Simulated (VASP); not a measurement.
# Ni (Im-3m) in VASP: single point with PBEsol

Aim: the single point of Ni with PBEsol.

Everything below comes from runs of VASP 6.6.1. Logs are shortened: lines on timing, memory, paths and dates and some standing lists are left out, and cuts for length are marked.

### Step 1. The cell of the first run

It takes space group Im-3m (No. 229, cubic). Conventional cell: a = 2.767 Å, b = 2.767 Å, c = 2.767 Å, α = 90.00°, β = 90.00°, γ = 90.00°. Ni (site symmetry m-3m) has 14 Ni at 2.40 to 2.77 Å within 3.2 Å.

### Step 2. Single point, PBEsol

INCAR

```
SYSTEM = Ni
ALGO     = Normal         ! electronic algorithm
EDIFF    = 1E-6           ! SCF threshold, eV
ENCUT    = 520            ! plane-wave cutoff, eV
GGA      = PS             ! functional
ISIF     = 2              ! what is computed and relaxed
ISMEAR   = -1             ! smearing method
LASPH    = .TRUE.         ! aspherical terms in the spheres
LCHARG   = .FALSE.        ! write CHGCAR
LREAL    = .FALSE.        ! projectors in reciprocal space
LWAVE    = .FALSE.        ! write WAVECAR
NBANDS   = 17             ! bands
NELM     = 80             ! most SCF steps
PREC     = Accurate       ! precision mode
SIGMA    = 0.1            ! smearing width, eV
```

KPOINTS

```
k-points
0
G
  17 17 17
  0 0 0
```

POSCAR

```
Ni
1.0
   -2.7674310000      2.7674310000      2.7674310000
    1.3837150000     -1.3837150000      1.3837150000
    1.3837150000      1.3837150000     -1.3837150000
Ni
2
Direct
    0.0000000000      0.0000000000      0.0000000000
    0.5000000000      0.0000000000      0.0000000000
```

Potentials or basis: VASP PAW PBE potentials, release 64 (Ni).

Command:

```bash
> cat potpaw_PBE.64/Ni/POTCAR > POTCAR
> mpirun -np 1 vasp_std > vasp.out
```

OUTCAR:

```text
SYSTEM = Ni
   EDIFF = 1E-6
   ENCUT = 520
   GGA = PS
   ISIF = 2
   ISMEAR = -1
   LASPH = .TRUE.
   LREAL = .FALSE.
   NELM = 80
   PREC = Accurate

 ion  position               nearest neighbor table
   1  0.000  0.000  0.000-   2 2.40   2 2.40   2 2.40   2 2.40   2 2.77   2 2.77   2 2.77   2 2.77

   2  0.500  0.000  0.000-   1 2.40   1 2.40   1 2.40   1 2.40   1 2.77   1 2.77   1 2.77   1 2.77

  LATTYP: Found a base centered orthorhombic cell.
 ALAT       =     2.7674300000
 B/A-ratio  =     1.4142135624
 C/A-ratio  =     1.4142140734

  Lattice vectors:

 A1 = (   1.3837150000,  -1.3837150000,   1.3837150000)
 A2 = (   1.3837150000,   1.3837150000,  -1.3837150000)
 A3 = (  -0.0000010000,   2.7674310000,   2.7674310000)

Analysis of symmetry for initial positions (statically):
=====================================================================
 Subroutine PRICEL returns following result:

  LATTYP: Found a body centered cubic cell.
 ALAT       =     2.7674300000

  Lattice vectors:

 A1 = (  -1.3837155000,   1.3837155000,   1.3837155000)
 A2 = (   1.3837150000,  -1.3837150000,   1.3837150000)
 A3 = (   1.3837150000,   1.3837150000,  -1.3837150000)

   2 primitive cells build up your supercell.

 Routine SETGRP: Setting up the symmetry group for a
 base centered orthorhombic supercell.

 Subroutine GETGRP returns: Found  8 space group operations
 (whereof  8 operations were pure point group operations)
 out of a pool of  8 trial point group operations.

The static configuration has the point symmetry D_2h.

Analysis of symmetry for dynamics (positions and initial velocities):
=====================================================================
 Subroutine PRICEL returns following result:

  LATTYP: Found a body centered cubic cell.
 ALAT       =     2.7674300000

  Lattice vectors:

 A1 = (  -1.3837155000,   1.3837155000,   1.3837155000)
 A2 = (   1.3837150000,  -1.3837150000,   1.3837150000)
 A3 = (   1.3837150000,   1.3837150000,  -1.3837150000)

   2 primitive cells build up your supercell.

 Routine SETGRP: Setting up the symmetry group for a
 base centered orthorhombic supercell.

 Subroutine GETGRP returns: Found  8 space group operations
 (whereof  8 operations were pure point group operations)
 out of a pool of  8 trial point group operations.

The dynamic configuration has the point symmetry D_2h.

 Subroutine INISYM returns: Found  8 space group operations
 (whereof  8 operations are pure point group operations),
 and found     2 'primitive' translations

----------------------------------------------------------------------------------------

                                     Primitive cell

  volume of cell :      10.5974

  direct lattice vectors                    reciprocal lattice vectors
    -1.383715500  1.383715500  1.383715500     0.000000000  0.361345956  0.361345956
     1.383715000 -1.383715000  1.383715000     0.361346086  0.000000000  0.361346086
     1.383715000  1.383715000 -1.383715000     0.361346086  0.361346086  0.000000000

  length of vectors
     2.396665549  2.396664683  2.396664683     0.511020352  0.511020536  0.511020536

  position of ions in fractional coordinates (direct lattice)
     0.000000000  0.000000000  0.000000000

  ion indices of the primitive-cell ions
   primitive index   ion index
                 1           1

----------------------------------------------------------------------------------------

 KPOINTS: k-points

Automatic generation of k-mesh.
 Grid dimensions read from file:
 generate k-points for:   17   17   17

 Generating k-lattice:

  Cartesian coordinates                     Fractional coordinates (reciprocal lattice)
     0.000000000  0.010627822  0.010627822     0.058823529  0.000000000  0.000000000
     0.021255652  0.000000000  0.021255652     0.000000000  0.058823529  0.000000000
     0.021255652  0.021255652  0.000000000     0.000000000  0.000000000  0.058823529

  Length of vectors
     0.015030010  0.030060032  0.030060032

  Shift w.r.t. Gamma in fractional coordinates (k-lattice)
     0.000000000  0.000000000  0.000000000

 Subroutine IBZKPT returns following result:
 ===========================================

 Found    729 irreducible k-points:

 Following reciprocal coordinates:
            Coordinates               Weight
  0.000000  0.000000  0.000000      1.000000
  0.058824  0.000000  0.000000      2.000000
  0.117647  0.000000  0.000000      2.000000
  0.176471  0.000000  0.000000      2.000000
  0.235294  0.000000  0.000000      2.000000
  0.294118  0.000000  0.000000      2.000000
[... 16 lines left out ...]
  0.235294  0.117647  0.000000      8.000000
  0.294118  0.117647 -0.000000      8.000000
 [... further k-points ...]
   k-points           NKPTS =    729   k-points in BZ     NKDIM =    729   number of bands    NBANDS=     17
   number of dos      NEDOS =    301   number of ions     NIONS =      2
   total plane-waves  NPLWV =  11664
   dimension x,y,z NGX =    36 NGY =   18 NGZ =   18
   dimension x,y,z NGXF=    72 NGYF=   36 NGZF=   36
   ions per type =               2
   NGX,Y,Z   is equivalent  to a cutoff of  12.49, 12.49, 12.49 a.u.
   NGXF,Y,Z  is equivalent  to a cutoff of  24.97, 24.97, 24.97 a.u.
 SYSTEM =  Ni
   PREC   = accura    normal or accurate (medium, high low for compatibility)
   ISTART =      0    job   : 0-new  1-cont  2-samecut
   ICHARG =      2    charge: 1-file 2-atom 10-const
   ISPIN  =      1    spin polarized calculation?
   LNONCOLLINEAR =      F non collinear calculations
   LSORBIT =      F    spin-orbit coupling
   LASPH  =      T    aspherical Exc in radial PAW
   ENCUT  =  520.0 eV  38.22 Ry    6.18 a.u.   8.91  4.46  4.46*2*pi/ulx,y,z
   NELM   =     80;   NELMIN=  2; NELMDL= -5     # of ELM steps
   EDIFF  = 0.1E-05   stopping-criterion for ELM
   LREAL  =      F    real-space projection
   EDIFFG = 0.1E-04   stopping-criterion for IOM
   NSW    =      0    number of steps for IOM
   IBRION =     -1    ionic relax: 0-MD 1-quasi-New 2-CG
   NFREE  =      0    steps in history (QN), initial steepest desc. (CG)
   ISIF   =      2    stress and relaxation
   ISYM   =      2    0-nonsym 1-usesym 2-fastsym
   POTIM  = 0.5000    time-step for ionic-motion
   TEBEG  =    0.0;   TEEND  =   0.0 temperature during run
   PSTRESS=    0.0 pullay stress
   NELECT =      20.0000    total number of electrons
   NUPDOWN=      -1.0000    fix difference up-down
   EMIN   =  10.00;   EMAX   =-10.00  energy-range for DOS
   EFERMI =   0.00;   METHOD = LEGACY
   ISMEAR =    -1;   SIGMA  =   0.10  broadening in eV -4-tet -1-fermi 0-gaus
   EFERMI_NEDOS =   21; number of points for ismear=-14 and -15
   IALGO  =     38    algorithm
   IMIX   =      4    mixing-type and parameters
     AMIX     =   0.40;   BMIX     =  1.00
     AMIX_MAG =   1.60;   BMIX_MAG =  1.00
  volume/ion in A,a.u.               =      10.60        71.51
  Fermi-wavevector in a.u.,A,eV,Ry     =   1.605738  3.034406 35.081206  2.578396
  Thomas-Fermi vector in A             =   2.702037
   LORBIT       =      0    0 simple, 1 ext, 2 COOP (PROOUT), +10 PAW based schemes
   GGA     = PS    functional components
   LHFCALC =     F    Hartree Fock is set to
   AEXX    =    0.0000 exact exchange contribution
   IVDW    =     0    specifies the selected vdW correction
   LEPSILON=     F    determine dielectric tensor
   LRPA    =     F    only Hartree local field effects (RPA)
 non-spin polarized calculation
  energy-cutoff  :      520.00
  volume of cell :       21.19
 maximum number of plane-waves:       603
   NGX = 17   NGY =  9   NGZ =  9

 number of electron      20.0000008 magnetization

 Free energy of the ion-electron system (eV)
  ---------------------------------------------------
  ext. energy  EPLUGINS =         0.00000000
  ---------------------------------------------------
  free energy    TOTEN  =       -12.11070711 eV

  energy without entropy =      -11.97592610  energy(sigma->0) =      -12.04331660

 E-fermi :   9.3761     XC(G=0): -13.5883

 val. band max:        9.3735402769   @ k =   0.2353   0.4118   0.0588
 cond. band min:       9.3764638580   @ k =   0.0588   0.3529   0.0000
 fundamental gap:      0.0029235811
 Fermi energy:         9.3761416366

 k-point     1 :       0.0000    0.0000    0.0000
  band No.  band energies     occupation
      1       0.3200      2.00000
      2       4.8418      2.00000
      3       6.4093      2.00000
      4       7.3933      2.00000
      5       7.3941      2.00000
      6       7.3948      2.00000
[... 9 lines left out ...]
     16      33.6417      0.00000
     17      36.1063      0.00000

 k-point     2 :       0.0588    0.0000    0.0000
  band No.  band energies     occupation
      1       0.3566      2.00000
      2       4.8293      2.00000
      3       6.4173      2.00000
      4       7.3859      2.00000
      5       7.3935      2.00000
      6       7.4106      2.00000
[... 9 lines left out ...]
     16      33.6525      0.00000
     17      35.8859      0.00000

 k-point     3 :       0.1176    0.0000    0.0000
  band No.  band energies     occupation
      1       0.4663      2.00000
      2       4.7862      2.00000
      3       6.4408      2.00000
      4       7.3595      2.00000
      5       7.3910      2.00000
      6       7.4621      2.00000
[... 9 lines left out ...]
     16      33.6852      0.00000
     17      34.9409      0.00000

 k-point     4 :       0.1765    0.0000    0.0000
  band No.  band energies     occupation
      1       0.6476      2.00000
      2       4.6963      2.00000
      3       6.4792      2.00000
      4       7.3167      2.00000
      5       7.3848      2.00000
      6       7.5467      2.00000
[... 9 lines left out ...]
     16      33.7400      0.00000
     17      33.7440      0.00000
[... 343 lines left out ...]
      1       1.6264      2.00000
      2       4.5988      2.00000
      3       6.6129      2.00000
      4       7.1529      2.00000
      5       7.2296      2.00000
      6       7.2360      2.00000
[... 9 lines left out ...]
     16      30.3920      0.00000
     17      31.4861      0.00000

 k-point    23 :       0.2353    0.1176    0.0000
  band No.  band energies     occupation
      1       1.9927      2.00000
      2       4.2476      2.00000
      3       6.6834      2.00000
      4       7.0915      2.00000
      5       7.1012      2.00000
      6       7.1658      2.00000
[... 9 lines left out ...]
     16      30.2222      0.00000
     17      30.8837      0.00000

 k-point    24 :       0.2941    0.1176   -0.0000
  band No.  band energies     occupation
      1       2.4094      2.00000
      2       3.8154      2.00000
      3       6.7644      2.00000
      4       7.0298      2.00000
      5       7.0307      2.00000
      6       7.1026      2.00000
[... 9 lines left out ...]
     16      29.2744      0.00000
     17      31.4474      0.00000

 [... further k-points ...]
[... 5 lines left out ...]
  --------------------------------------------------------------------------------------
  -------------------------------------------------------------------------------------
  Total       -0.5104955     -0.5086790     -0.5086790      0.0000001     -0.0012408      0.0000001
  in kB      -38.5897907    -38.4524781    -38.4524781      0.0000070     -0.0937983      0.0000070
  external PRESSURE =     -38.4982490 kB  Pullay stress =       0.0000000 kB

 VOLUME and BASIS-vectors are now :
 -----------------------------------------------------------------------------
  energy-cutoff  :      520.00
  volume of cell :       21.19
      direct lattice vectors                 reciprocal lattice vectors
    -2.767431000  2.767431000  2.767431000     0.000000000  0.180672978  0.180672978
     1.383715000 -1.383715000  1.383715000     0.361346086  0.000000000  0.361346086
     1.383715000  1.383715000 -1.383715000     0.361346086  0.361346086  0.000000000

 POSITION                                       TOTAL-FORCE (eV/Angst)
 -----------------------------------------------------------------------------------
      0.00000      0.00000      0.00000        -0.000000      0.000000     -0.000000
     -1.38372      1.38372      1.38372         0.000000      0.000000      0.000000
 -----------------------------------------------------------------------------------
    total drift:                               -0.000000     -0.000000      0.000000

  FREE ENERGIE OF THE ION-ELECTRON SYSTEM (eV)
  ---------------------------------------------------
  free  energy   TOTEN  =       -12.1107071075 eV

  energy  without entropy=      -11.9759260959  energy(sigma->0) =      -12.04331660
```

Wall time 80 s (1 thread of Intel Xeon Platinum 8559C (Emerald Rapids), shared host); peak memory 0.32 GiB.

What came out:

```
Free energy            : -12.1107 eV
Pressure               : -3.8 GPa
Band gap on the k mesh : zero (band 10 reaches 9.75 eV, above the bottom of band 11 at 8.83 eV)
```

Caveat: the PAW data sets were made with another functional, which shifts forces and pressure a little; the run has no spin polarisation, though such a crystal can be magnetic. Spin polarisation is off, so any magnetic state and its effect on volume and gap are missing.
